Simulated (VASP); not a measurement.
# CrCo (P-6m2) in VASP: single point with PBE

Aim: the single point of CrCo with PBE.

Program: VASP 6.6.1. These are calculated values, not measurements. Logs are shortened: lines on timing, memory, paths and dates and some standing lists are left out, and cuts for length are marked.

## (1) The cell of the first run

Symmetry: P-6m2, No. 187, hexagonal system. Conventional cell: a = 2.462 Å, b = 2.462 Å, c = 4.021 Å, α = 90.00°, β = 90.00°, γ = 120.00°. Co (site symmetry -6m2) has 6 Co at 2.46 Å and 6 Cr at 2.46 Å within 3.3 Å. Within 3.3 Å of Cr (site symmetry -6m2) lie 6 Cr at 2.46 Å and 6 Co at 2.46 Å.

## (2) Single point, PBE, non-collinear spin, typed start

INCAR

```
SYSTEM = CrCo
ALGO = Normal ; EDIFF = 1E-6
ENCUT = 520 ; GGA = PE
ISIF = 2 ; ISMEAR = 0
LASPH = .True. ; LCHARG = .True.
LMAXMIX = 4 ; LNONCOLLINEAR = .True.
LORBIT = 11 ; LREAL = .False.
LVHAR = .True. ; LWAVE = .False.
MAGMOM = 0.699 -2.05 1.928 0.542 -0.255 0.361 ; NBANDS = 33
NELM = 150 ; PREC = Accurate
SIGMA = 0.1
```

KPOINTS

```
k-points
0
Gamma
  4 4 3
  0 0 0
```

POSCAR

```
CrCo
1.0
    2.4624000000      0.0000000000      0.0000000000
   -1.2312100000      2.1325200000      0.0000000000
    0.0000000000      0.0000000000      4.0211000000
Co Cr
1 1
Direct
    0.3333330000      0.6666670000      0.2500000000
    0.6666670000      0.3333330000      0.7500000000
```

Potentials or basis: VASP PAW PBE potentials, release 64 (Co, Cr_pv).

Launch:

```
$ cat potpaw_PBE.64/Co/POTCAR potpaw_PBE.64/Cr_pv/POTCAR > POTCAR
$ mpirun -np 1 vasp_ncl > vasp.out
```

OUTCAR:

```text
SYSTEM = CrCo
   EDIFF = 1E-6
   ENCUT = 520
   GGA = PE
   ISIF = 2
   ISMEAR = 0
   LASPH = .True.
   LNONCOLLINEAR = .True.
   LORBIT = 11
   LREAL = .False.
   NELM = 150
   PREC = Accurate

 ion  position               nearest neighbor table
   1  0.333  0.667  0.250-   2 2.46   2 2.46   2 2.46   2 2.46   2 2.46   2 2.46
   2  0.667  0.333  0.750-   1 2.46   1 2.46   1 2.46   1 2.46   1 2.46   1 2.46

  LATTYP: Found a hexagonal cell.
 ALAT       =     2.4624000000
 C/A-ratio  =     1.6330003249

  Lattice vectors:

 A1 = (   2.4624000000,   0.0000000000,   0.0000000000)
 A2 = (  -1.2312100000,   2.1325200000,   0.0000000000)
 A3 = (   0.0000000000,   0.0000000000,   4.0211000000)

Analysis of symmetry for initial positions (statically):
=====================================================================
 Subroutine PRICEL returns:
 Original cell was already a primitive cell.

 Routine SETGRP: Setting up the symmetry group for a
 hexagonal supercell.

 Subroutine GETGRP returns: Found 12 space group operations
 (whereof  6 operations were pure point group operations)
 out of a pool of 24 trial point group operations.

The static configuration has the point symmetry C_3v.
 The point group associated with its full space group is D_3h.

Analysis of symmetry for dynamics (positions and initial velocities):
=====================================================================
 Subroutine PRICEL returns:
 Original cell was already a primitive cell.

 Routine SETGRP: Setting up the symmetry group for a
 hexagonal supercell.

 Subroutine GETGRP returns: Found 12 space group operations
 (whereof  6 operations were pure point group operations)
 out of a pool of 24 trial point group operations.

The dynamic configuration has the point symmetry C_3v.
 The point group associated with its full space group is D_3h.

Analysis of structural, dynamic, and magnetic symmetry:
=====================================================================
 Subroutine PRICEL returns:
 Original cell was already a primitive cell.

 Routine SETGRP: Setting up the symmetry group for a
 hexagonal supercell.

 Subroutine GETGRP returns: Found  1 space group operations
 (whereof  1 operations were pure point group operations)
 out of a pool of 24 trial point group operations.

The overall configuration has the point symmetry C_1 .

 Subroutine INISYM returns: Found  1 space group operations
 (whereof  1 operations are pure point group operations),
 and found     1 'primitive' translations

----------------------------------------------------------------------------------------

                                     Primitive cell

  volume of cell :      21.1153

  direct lattice vectors                    reciprocal lattice vectors
     2.462400000  0.000000000  0.000000000     0.406107862  0.234466294  0.000000000
    -1.231210000  2.132520000  0.000000000     0.000000000  0.468928779  0.000000000
     0.000000000  0.000000000  4.021100000     0.000000000  0.000000000  0.248688170

  length of vectors
     2.462400000  2.462421494  4.021100000     0.468932872  0.468928779  0.248688170

  position of ions in fractional coordinates (direct lattice)
     0.333333000  0.666667000  0.250000000
     0.666667000  0.333333000  0.750000000

  ion indices of the primitive-cell ions
   primitive index   ion index
                 1           1
                 2           2

----------------------------------------------------------------------------------------

 KPOINTS: k-points

Automatic generation of k-mesh.
 Grid dimensions read from file:
 generate k-points for:    4    4    3

 Generating k-lattice:

  Cartesian coordinates                     Fractional coordinates (reciprocal lattice)
     0.101526966  0.058616573  0.000000000     0.250000000  0.000000000  0.000000000
     0.000000000  0.117232195  0.000000000     0.000000000  0.250000000  0.000000000
     0.000000000  0.000000000  0.082896057     0.000000000  0.000000000  0.333333333

  Length of vectors
     0.117233218  0.117232195  0.082896057

  Shift w.r.t. Gamma in fractional coordinates (k-lattice)
     0.000000000  0.000000000  0.000000000

 Subroutine IBZKPT returns following result:
 ===========================================

 Found     48 irreducible k-points:

 Following reciprocal coordinates:
            Coordinates               Weight
  0.000000  0.000000  0.000000      1.000000
  0.250000 -0.000000  0.000000      1.000000
 -0.250000  0.000000  0.000000      1.000000
  0.000000  0.250000  0.000000      1.000000
  0.000000 -0.250000  0.000000      1.000000
 -0.250000  0.250000  0.000000      1.000000
[... 16 lines left out ...]
 -0.250000  0.250000  0.333333      1.000000
  0.250000 -0.250000 -0.333333      1.000000
 [... further k-points ...]
   k-points           NKPTS =     48   k-points in BZ     NKDIM =     48   number of bands    NBANDS=     33
   number of dos      NEDOS =    301   number of ions     NIONS =      2
   total plane-waves  NPLWV =   9720
   dimension x,y,z NGX =    18 NGY =   18 NGZ =   30
   dimension x,y,z NGXF=    36 NGYF=   36 NGZF=   60
   ions per type =               1   1
   NGX,Y,Z   is equivalent  to a cutoff of  12.15, 12.15, 12.40 a.u.
   NGXF,Y,Z  is equivalent  to a cutoff of  24.30, 24.30, 24.81 a.u.
 SYSTEM =  CrCo
   PREC   = accura    normal or accurate (medium, high low for compatibility)
   ISTART =      0    job   : 0-new  1-cont  2-samecut
   ICHARG =      2    charge: 1-file 2-atom 10-const
   ISPIN  =      1    spin polarized calculation?
   LNONCOLLINEAR =      T non collinear calculations
   LSORBIT =      F    spin-orbit coupling
   LASPH  =      T    aspherical Exc in radial PAW
   ENCUT  =  520.0 eV  38.22 Ry    6.18 a.u.   4.58  4.58  7.48*2*pi/ulx,y,z
   NELM   =    150;   NELMIN=  2; NELMDL= -5     # of ELM steps
   EDIFF  = 0.1E-05   stopping-criterion for ELM
   LREAL  =      F    real-space projection
[... 7 lines left out ...]
   TEBEG  =    0.0;   TEEND  =   0.0 temperature during run
   PSTRESS=    0.0 pullay stress
   NELECT =      21.0000    total number of electrons
   NUPDOWN=      -1.0000    fix difference up-down
   EMIN   =  10.00;   EMAX   =-10.00  energy-range for DOS
   EFERMI =   0.00;   METHOD = LEGACY
   ISMEAR =     0;   SIGMA  =   0.10  broadening in eV -4-tet -1-fermi 0-gaus
   EFERMI_NEDOS =   21; number of points for ismear=-14 and -15
   IALGO  =     38    algorithm
   IMIX   =      4    mixing-type and parameters
     AMIX     =   0.40;   BMIX     =  1.00
     AMIX_MAG =   1.60;   BMIX_MAG =  1.00
  volume/ion in A,a.u.               =      10.56        71.25
  Fermi-wavevector in a.u.,A,eV,Ry     =   1.634114  3.088028 36.332034  2.670329
  Thomas-Fermi vector in A             =   2.725807
   LORBIT       =     11    0 simple, 1 ext, 2 COOP (PROOUT), +10 PAW based schemes
   GGA     = PE    functional components
   LHFCALC =     F    Hartree Fock is set to
   AEXX    =    0.0000 exact exchange contribution
   IVDW    =     0    specifies the selected vdW correction
   LEPSILON=     F    determine dielectric tensor
   LRPA    =     F    only Hartree local field effects (RPA)
 Gauss-broadening in eV      SIGMA  =   0.10
  energy-cutoff  :      520.00
  volume of cell :       21.12
 maximum number of plane-waves:      1148
   NGX =  9   NGY =  9   NGZ = 15

 number of electron      20.9999983 magnetization       0.0585457     -0.0932910      0.0829267

 Free energy of the ion-electron system (eV)
  ---------------------------------------------------
  ext. energy  EPLUGINS =         0.00000000
  ---------------------------------------------------
  free energy    TOTEN  =       -16.41195985 eV

  energy without entropy =      -16.39391631  energy(sigma->0) =      -16.40293808

 E-fermi :  11.4818     XC(G=0): -13.8933

 val. band max:       11.4517802361   @ k =   0.2500  -0.0000   0.0000
 cond. band min:      11.5201898461   @ k =  -0.2500   0.5000  -0.3333
 fundamental gap:      0.0684096100
 Fermi energy:        11.4817538038

 k-point     1 :       0.0000    0.0000    0.0000
  band No.  band energies     occupation
      1     -31.7116      1.00000
      2     -31.6584      1.00000
      3     -31.0220      1.00000
      4     -31.0220      1.00000
      5     -30.9808      1.00000
      6     -30.9807      1.00000
[... 25 lines left out ...]
     32      18.8163      0.00000
     33      20.2068      0.00000

 k-point     2 :       0.2500   -0.0000    0.0000
  band No.  band energies     occupation
      1     -31.6412      1.00000
      2     -31.5878      1.00000
      3     -31.4883      1.00000
      4     -31.4475      1.00000
      5     -31.1273      1.00000
      6     -31.0862      1.00000
[... 25 lines left out ...]
     32      18.8160      0.00000
     33      20.3570      0.00000
[... 754 lines left out ...]
     32      18.8173      0.00000
     33      25.3555      0.00000

 k-point    24 :       0.2500   -0.2500   -0.3333
  band No.  band energies     occupation
      1     -31.6456      1.00000
      2     -31.5923      1.00000
      3     -31.4872      1.00000
      4     -31.4464      1.00000
      5     -31.1275      1.00000
      6     -31.0864      1.00000
[... 25 lines left out ...]
     32      18.8173      0.00000
     33      25.3552      0.00000

 [... further k-points ...]

------------------------ aborting loop because EDIFF is reached ----------------------------------------

  FORCE on cell =-STRESS in cart. coord.  units (eV):
  Direction    XX          YY          ZZ          XY          YZ          ZX
  --------------------------------------------------------------------------------------
  -------------------------------------------------------------------------------------
  Total        1.2659286      1.2655935      0.7285502      0.0001040     -0.0000001     -0.0000020
  in kB       96.0557136     96.0302886     55.2806896      0.0078918     -0.0000053     -0.0001489
  external PRESSURE =      82.4555640 kB  Pullay stress =       0.0000000 kB

 VOLUME and BASIS-vectors are now :
 -----------------------------------------------------------------------------
  energy-cutoff  :      520.00
  volume of cell :       21.12
      direct lattice vectors                 reciprocal lattice vectors
     2.462400000  0.000000000  0.000000000     0.406107862  0.234466294  0.000000000
    -1.231210000  2.132520000  0.000000000     0.000000000  0.468928779  0.000000000
     0.000000000  0.000000000  4.021100000     0.000000000  0.000000000  0.248688170

 POSITION                                       TOTAL-FORCE (eV/Angst)
 -----------------------------------------------------------------------------------
     -0.00001      1.42168      1.00527         0.000017      0.000014     -0.000002
      1.23120      0.71084      3.01582        -0.000017     -0.000014      0.000002
 -----------------------------------------------------------------------------------
    total drift:                               -0.000002      0.000016     -0.000000

  FREE ENERGIE OF THE ION-ELECTRON SYSTEM (eV)
  ---------------------------------------------------
  free  energy   TOTEN  =       -16.4119598531 eV

  energy  without entropy=      -16.3939163050  energy(sigma->0) =      -16.40293808

 total charge

# of ion       s       p       d       tot
------------------------------------------
    1        0.531   0.591   7.350   8.471
    2        0.468   6.406   4.268  11.141
--------------------------------------------------
tot          0.998   6.997  11.618  19.613

 magnetization (x)

# of ion       s       p       d       tot
------------------------------------------
    1       -0.000  -0.001   0.043   0.041
    2        0.000  -0.000   0.017   0.017
--------------------------------------------------
tot         -0.000  -0.001   0.060   0.059

 magnetization (y)

# of ion       s       p       d       tot
------------------------------------------
    1        0.001   0.002  -0.068  -0.066
    2       -0.000   0.000  -0.028  -0.028
--------------------------------------------------
tot          0.001   0.002  -0.096  -0.093

 magnetization (z)

# of ion       s       p       d       tot
------------------------------------------
    1       -0.001  -0.001   0.061   0.058
    2        0.000  -0.000   0.025   0.024
--------------------------------------------------
tot         -0.001  -0.002   0.085   0.083
```

Run time: 3.5 min. Hardware: 1 thread of Intel Xeon 8259CL, shared host; peak memory 0.2 GiB.

What came out:

| Property | Result |
| --- | --- |
| Free energy | -16.4120 eV |
| Pressure | 8.2 GPa |
| Band gap on the k mesh | zero (bands 21 and 22 overlap by 2.14 eV) |
| Net moment | 0.14 μB per cell |
| Valence electrons inside the program's atomic spheres | Co 8.47; Cr 11.14 |

Stress tensor (GPa, compression positive):
```
9.61 0.00 0.00
0.00 9.60 0.00
0.00 0.00 5.53
```

Levels at points of the mesh, in eV from the Fermi level:
```csv
k point,band 16,band 17,band 18,band 19,band 20,band 21,band 22,band 23,band 24,band 25
"(0.00, 0.00, 0.00)",-1.52,-0.97,-0.97,-0.88,-0.88,-0.34,-0.34,-0.30,-0.30,0.24
"(0.50, 0.00, 0.00)",-1.77,-1.47,-1.42,-0.97,-0.92,0.06,0.21,1.66,1.72,2.85
"(0.00, 0.50, 0.00)",-1.77,-1.47,-1.42,-0.97,-0.92,0.06,0.21,1.66,1.72,2.85
"(0.50, 0.50, 0.00)",-1.77,-1.47,-1.42,-0.97,-0.92,0.06,0.21,1.66,1.72,2.85
```

Moments on the atoms (μB; x, y, z):
```
Co   0.04 -0.07  0.06
Cr   0.02 -0.03  0.02
```

Caveat: the k points lie up to 0.74 Å⁻¹ apart, too coarse for converged energies and pressures of a metal; an empty level that is flat over the whole mesh can mark a ghost state of the potentials, or a narrow d or f band.
